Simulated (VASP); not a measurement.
# SrTiO3: single point with PBEsol

Crystal: SrTiO3.

```
CELL_PARAMETERS angstrom
3.90500 0.00000 0.00000
0.00000 3.90500 0.00000
0.00000 0.00000 3.86595
ATOMIC_POSITIONS crystal
Sr 0.00000 0.00000 0.00000
Ti 0.50000 0.50000 0.50000
O 0.00000 0.50000 0.50000
O 0.50000 0.00000 0.50000
O 0.50000 0.50000 0.00000
```

This cell differs from its parent crystal: zz strain of -1 %.

```yaml
Program: VASP 6.6.1
Task: single point
Functional: PBEsol
Potentials_or_basis: VASP PAW PBE potentials, release 64 (Sr_sv, Ti_sv, O)
Cutoff: 520 eV
k_mesh: 7 × 7 × 7
Occupations: fermi-dirac, width 0.05 eV
Spin: no spin polarisation
Dipole_correction: no
Further_INCAR_settings: ALGO = Normal; EDIFF = 1e-07; NBANDS = 28
```

```json
{"Pressure": "0.6 GPa", "Band gap on the k mesh": "1.87 eV (least direct gap 2.15 eV)"}
```

Stress tensor (GPa, compression positive):
```
-0.26  0.00  0.00
 0.00 -0.26  0.00
 0.00  0.00  2.28
```

Levels at points of the mesh, in eV from the valence-band top:
```
           k point  band 17  band 18  band 19  band 20  band 21  band 22  band 23  band 24
(0.00, 0.00, 0.00)    -1.11    -0.29    -0.29    -0.28     1.87     1.89     1.89     4.43
```

Wall time 45 s on 1 thread of Intel(R) Xeon(R) Platinum 8488C (Sapphire Rapids), on a shared host, peak memory 0.21 GiB.

Caveat: the cell differs from its parent crystal (zz strain of -1 %); the PAW data sets were made with another functional, which shifts forces and pressure a little. A k mesh can miss the band edges.
